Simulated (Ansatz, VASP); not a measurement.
## Be: VASP beside Ansatz

INCAR

```
SYSTEM = Be
ALGO     = Normal         ! electronic algorithm
EDIFF    = 1E-6           ! SCF threshold, eV
EDIFFG   = -0.005         ! ionic threshold
ENCUT    = 600            ! plane-wave cutoff, eV
GGA      = PE             ! functional
IBRION   = 2              ! ionic algorithm
ISIF     = 3              ! what is computed and relaxed
ISMEAR   = -1             ! smearing method
LASPH    = .TRUE.         ! aspherical terms in the spheres
LCHARG   = .FALSE.        ! write CHGCAR
LREAL    = .FALSE.        ! projectors in reciprocal space
LWAVE    = .FALSE.        ! write WAVECAR
NELM     = 80             ! most SCF steps
NSW      = 100            ! ionic steps
PREC     = Accurate       ! precision mode
SIGMA    = 0.08           ! smearing width, eV
```

The input KPOINTS:

```
k-points
0
G
  13 13 13
  0 0 0
```

File POSCAR:

```
Be
1.0
    0.0000000000      2.5013484645      2.5013484645
    2.5013484645      0.0000000000      2.5013484645
    2.5013484645      2.5013484645      0.0000000000
Be
2
Direct
    0.0000000000      0.0000000000      0.0000000000
    0.2500000000      0.2500000000      0.2500000000
```

Input for Ansatz:

```yaml
crystal:
  lattice:
    - [0.0, 2.5013484645, 2.5013484645]
    - [2.5013484645, 0.0, 2.5013484645]
    - [2.5013484645, 2.5013484645, 0.0]
  atoms:
    - { symbol: Be, position: [0.0, 0.0, 0.0] }
    - { symbol: Be, position: [0.25, 0.25, 0.25] }
kpoints:
  mp_grid: { grid: [13, 13, 13] }
scf:
  occupations: { method: fermi_dirac, width: 0.08 }
hamiltonian:
  xc: pbe
  pseudopotentials: { kind: paw }
output:
  forces: true
  stress: true
relax:
  f_tol: 0.005
  max_steps: 80
  cell: {}
```

Alike in both runs: task relaxation of cell and atoms; functional PBE; k mesh 13 × 13 × 13; occupations fermi-dirac, width 0.08 eV; no spin polarisation.

|  | VASP | Ansatz |
| --- | --- | --- |
| version | VASP 6.6.1 | Ansatz 0.2.0 |
| potentials or method | VASP PAW PBE potentials, release 64 (Be) | PAW with Ansatz's default frozen-core files, scalar-relativistic |
| plane-wave cutoff (eV) | 600 | 420 |
| valence electrons in the cell | 4 | 4 |

|  | VASP | Ansatz | Ansatz less VASP |
| --- | --- | --- | --- |
| relaxed volume (Å³/atom) | 14.69 | 14.68 | -0.008 |
| relaxed length of the cell vector where the two differ most in proportion (Å) | 3.463 | 3.463 | -0.0006 |
